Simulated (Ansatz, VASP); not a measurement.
**Be: VASP beside Ansatz**

File INCAR:

```
PREC = Accurate ; ENCUT = 520
EDIFF = 1E-6 ; ISMEAR = -1
SIGMA = 0.05 ; LREAL = F
LASPH = T ; NELM = 60
ALGO = Normal ; ISIF = 2
LWAVE = F ; LCHARG = F
GGA = PS ; NBANDS = 9
```

File KPOINTS:

```
regular mesh
0
Gamma
  12 12 12
```

File POSCAR:

```
Be
1.0
    0.0000000000      2.1463250724      2.1463250724
    2.1463250724      0.0000000000      2.1463250724
    2.1463250724      2.1463250724      0.0000000000
Be
2
Direct
   -0.1475000000     -0.1175000000     -0.1175000000
    0.1475000000      0.1175000000      0.1175000000
```

Input for Ansatz:

```yaml
crystal:
  lattice:
    - [0.0, 2.1463250724, 2.1463250724]
    - [2.1463250724, 0.0, 2.1463250724]
    - [2.1463250724, 2.1463250724, 0.0]
  atoms:
    - { symbol: Be, position: [-0.1475, -0.1175, -0.1175] }
    - { symbol: Be, position: [0.1475, 0.1175, 0.1175] }
kpoints:
  mp_grid: { grid: [12, 12, 12] }
scf:
  occupations: { method: fermi_dirac, width: 0.05 }
hamiltonian:
  xc: pbesol
  pseudopotentials: { kind: all_electron, lapw: { basis_error: 0.001 } }
output:
  forces: true
  stress: true
  eigenvalues: true
  populations: true
```

Change from the starting cell: shortest bond scaled by 0.94, LAPW.

Alike in both runs: task single point; functional PBEsol; k mesh 12 × 12 × 12; occupations fermi-dirac, width 0.05 eV; no spin polarisation.

|  | VASP | Ansatz |
| --- | --- | --- |
| version | VASP 6.6.1 | Ansatz 0.2.0 |
| potentials or method | VASP PAW PBE potentials, release 64 (Be), cutoff 520 eV | all-electron LAPW, scalar-relativistic |

|  | VASP | Ansatz | Ansatz less VASP |
| --- | --- | --- | --- |
| pressure (GPa) | 33.7 | 33.3 | -0.35 |
| traceless stress, the component that is largest in VASP (GPa) | -10.48 | -10.42 | +0.061 |
| rms of the force components (eV/Å) | 0.877 | 0.873 | -0.0046 |

VASP's potentials were made for PBE, not for PBEsol. Atom by atom the forces differ by 0.005 eV/Å (rms over components). Both programs put the cell under a high pressure, so it lies far from rest at this level. Ansatz ran all-electron here, and VASP with PAW potentials.
